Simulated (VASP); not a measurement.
Input of a VASP 6.6.1 run:

INCAR

```
  PREC = Accurate
  ENCUT = 520
  EDIFF = 1E-6
  ISMEAR = -1
  SIGMA = 0.1
  LREAL = Auto
  LASPH = True
  NELM = 60
  ALGO = Normal
  ISIF = 2
  LWAVE = False
  LCHARG = False
  GGA = CA
  NBANDS = 108
```

Contents of KPOINTS:

```
regular mesh
0
Gamma
  2 2 1
```

File POSCAR:

```
Y
1.0
   -3.6500000000     -6.3219850000      0.0000000000
    5.4750000000     -3.1609930000      0.0000000000
    0.0000000000      0.0000000000     11.4683000000
Y
17
Direct
    0.7602193474      0.5526759120     -0.0667840918
    0.5061862993      0.2884529667      0.2224043668
    0.7513524920      0.5299792869      0.4597629989
    0.5632871421      0.3553969075      0.6978628044
    0.5469623406      0.1402762636     -0.0532860145
    0.2129903981      0.9569707677      0.2674066775
    0.4799273965     -0.0158474891      0.4877357586
    0.2764316000      0.8165799708      0.7607317562
    0.1585067127      0.5056711418     -0.0266822458
   -0.0145324602      0.4419098667      0.2112170069
    0.2118641012      0.4850052912      0.4582021747
    0.0029218920      0.3165232705      0.7339012757
   -0.0252031003     -0.0321627975      0.0144921218
    0.7532014809      0.8612393434      0.2968705039
    0.0482919417     -0.0099971530      0.5107121369
    0.8038221095      0.8567398538      0.7237515586
    0.4768856762      0.7077320033      0.0818691524
```

Potentials or basis: VASP PAW LDA potentials, release 64 (Y_sv).

The run is started by

```sh
$ cat potpaw_LDA.64/Y_sv/POTCAR > POTCAR
$ mpirun -np 1 vasp_std > vasp.out
```

Task: Estimate the band gap on the k mesh.

Result: Zero (an odd number of electrons rules out a gap without spin polarisation).

Task: Predict the largest force.

Result: 1.908 eV/Å.

Task: Predict the pressure.

Result: -0.9 GPa.

Forces on the atoms (eV/Å):
```
Y    0.054  0.284  0.072
Y    0.206 -0.465  0.247
Y   -1.123  0.714  0.998
Y    0.835  1.049 -0.298
Y   -0.154  0.731  0.056
Y   -0.587  0.665 -0.502
Y   -0.066 -0.394  0.786
Y   -0.031 -0.536 -0.170
Y   -1.498 -0.297 -0.207
Y    0.016  0.470 -0.198
Y   -0.185 -1.026  0.306
Y   -0.326 -0.705 -0.403
Y    0.681 -0.730  0.324
Y    0.685 -0.684 -1.644
Y    0.833  0.493  0.279
Y   -0.065  0.710 -0.105
Y    0.725 -0.278  0.457
```

Caveat: the k points lie up to 0.55 Å⁻¹ apart, too coarse for converged energies and pressures of a metal; the atoms stand as in a frame of molecular dynamics.
